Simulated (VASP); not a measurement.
# LiH: relaxation of cell and atoms with HSE06

LiH:

```xyz
4
Lattice="3.2548 0.0000 0.0000 -1.6274 2.8188 0.0000 0.0000 0.0000 4.0691" Properties=species:S:1:pos:R:3 pbc="T T T"
Li    0.0000    1.8792    1.0173
Li    1.6274    0.9396    3.0518
H     1.6274    0.9396    1.0173
H     0.0000    1.8792    3.0518
```

```json
{
 "Program": "VASP 6.6.1",
 "Task": "relaxation of cell and atoms",
 "Functional": "HSE06",
 "Potentials or basis": "VASP PAW PBE potentials, release 64 (Li_sv, H)",
 "Cutoff": "600 eV",
 "k mesh": "6 × 6 × 4",
 "Occupations": "fermi-dirac, width 0.02 eV",
 "Spin": "no spin polarisation",
 "Dipole correction": "no",
 "Grid for exact exchange (PRECFOCK)": "Normal",
 "Further INCAR settings": "ALGO = Normal; EDIFF = 1e-06; IBRION = 2; EDIFFG = -0.005; NSW = 80; ISIF = 3",
 "Share of exact exchange": "0.25",
 "Screening parameter": "0.2079 1/Å"
}
```

```json
{
  "Relaxed volume": "9.18 Å³/atom",
  "Relaxed cell": "a = 3.237 Å, b = 3.237 Å, c = 4.044 Å, α = 90.00°, β = 90.00°, γ = 120.00°",
  "Space group after relaxing (to 0.1 Å)": "P6_3/mmc (No. 194)",
  "Energy gained by relaxing": "0.2 meV/atom",
  "Ionic steps": "3",
  "Pressure after relaxing": "0.0 GPa",
  "Band gap on the k mesh": "2.70 eV (least direct gap 4.04 eV)"
}
```

Step by step:
```tsv
step	energy change (eV)	largest force (eV/Å)	pressure (GPa)	volume (Å³)
1	0.0000	0.0000	-0.50	37.33
2	-0.0004	0.0000	-0.39	37.17
3	-0.0010	0.0000	-0.01	36.70
```

Final structure:
```
CELL_PARAMETERS angstrom
3.23721 0.00000 0.00000
-1.61861 2.80351 0.00000
0.00000 0.00000 4.04409
ATOMIC_POSITIONS crystal
Li 0.33333 0.66667 0.25000
Li 0.66667 0.33333 0.75000
H 0.66667 0.33333 0.25000
H 0.33333 0.66667 0.75000
```

Levels at points of the mesh, in eV from the valence-band top:
| k point | band 1 | band 2 | band 3 | band 4 | band 5 | band 6 | band 7 | band 8 |
| --- | --- | --- | --- | --- | --- | --- | --- | --- |
| (0.00, 0.00, 0.00) | -47.62 | -47.56 | -5.90 | 0.00 | 4.04 | 12.12 | 12.12 | 12.86 |
| (0.50, 0.00, 0.00) | -47.59 | -47.57 | -3.14 | -2.21 | 5.48 | 8.00 | 8.56 | 9.89 |
| (0.00, 0.00, 0.50) | -47.59 | -47.59 | -4.16 | -4.16 | 11.01 | 11.01 | 14.23 | 14.23 |
| (0.50, 0.00, 0.50) | -47.58 | -47.58 | -2.69 | -2.69 | 5.30 | 5.30 | 10.85 | 10.85 |

Run time: 7.2 min on 1 thread of Intel(R) Xeon(R) 6975P-C (Granite Rapids) (shared host), peak memory 0.28 GiB.

Caveat: the cutoff is under 1.25 times the usual one of these potentials, so pressure, stress and relaxed cells hold a basis-set (Pulay) error; the PAW data sets were made with another functional, which shifts forces and pressure a little. A k mesh can miss the band edges.
